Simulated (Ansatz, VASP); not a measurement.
**One calculation of KBr, two programs**

INCAR

```
SYSTEM = KBr
ALGO = Normal
EDIFF = 1E-6
ENCUT = 520
GGA = PE
ISIF = 2
ISMEAR = 0
LASPH = .True.
LCHARG = .False.
LREAL = .False.
LWAVE = .False.
NBANDS = 15
NELM = 80
PREC = Accurate
SIGMA = 0.02
```

The input KPOINTS:

```
k-points
0
Gamma
  6 6 6
  0 0 0
```

File POSCAR:

```
KBr
1.0
    4.1119150031      0.0000000000      0.0000000000
    0.0000000000      4.1119150031      0.0000000000
    0.0000000000      0.0000000000      4.1119150031
K Br
1 1
Direct
    0.0000000000      0.0000000000      0.0000000000
    0.5000000000      0.5000000000      0.5000000000
```

Input for Ansatz:

```yaml
crystal:
  lattice:
    - [4.1119150031, 0.0, 0.0]
    - [0.0, 4.1119150031, 0.0]
    - [0.0, 0.0, 4.1119150031]
  atoms:
    - { symbol: K, position: [0.0, 0.0, 0.0] }
    - { symbol: Br, position: [0.5, 0.5, 0.5] }
basis:
  ecutwfc: 420
kpoints:
  mp_grid: { grid: [6, 6, 6] }
hamiltonian:
  xc: pbe
scf:
  occupations: { method: gaussian, width: 0.02 }
output:
  forces: true
  stress: true
  eigenvalues: true
```

Alike in both runs: task single point; functional PBE; k mesh 6 × 6 × 6; occupations gaussian, width 0.02 eV; no spin polarisation.

|  | VASP | Ansatz |
| --- | --- | --- |
| version | VASP 6.6.1 | Ansatz 0.2.0 |
| potentials or method | VASP PAW PBE potentials, release 64 (K_sv, Br), cutoff 520 eV | scalar-relativistic, plane waves, PAW |
| valence electrons in the cell | 16 | 16 |

|  | VASP | Ansatz | Ansatz less VASP |
| --- | --- | --- | --- |
| gap on the k mesh at the Fermi level (eV) | 3.72 | 3.72 | +0.002 |
| least direct gap on the mesh (eV) | 3.96 | 3.96 | +0.002 |
| pressure (GPa) | -0.8 | -0.7 | +0.01 |

With one functional, cell and mesh, what is left measures potentials, basis and numerics.
